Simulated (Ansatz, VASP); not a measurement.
# BP in VASP and in Ansatz

```
B P
1.0
     0.00000    2.26900    2.26900
     2.26900    0.00000    2.26900
     2.26900    2.26900    0.00000
B P
1 1
Direct
  0.00000 0.00000 0.00000
  0.75000 0.75000 0.75000
```

Alike in both runs: task single point; functional PBEsol; k mesh 6 × 6 × 6; occupations gaussian, width 0.1 eV; no spin polarisation.

```csv
,VASP,Ansatz
version,VASP 6.6.1,Ansatz 0.2.0
potentials or method,"VASP PAW PBE potentials, release 64 (B, P), cutoff 500 eV","scalar-relativistic, plane waves, PAW"
valence electrons in the cell,8,8
```

```csv
,VASP,Ansatz,Ansatz less VASP
gap on the k mesh at the Fermi level (eV),1.22,1.22,+0.003
least direct gap on the mesh (eV),3.35,3.36,+0.006
pressure (GPa),-1.7,-1.8,-0.12
```

VASP's potentials were made for PBE, not for PBEsol.
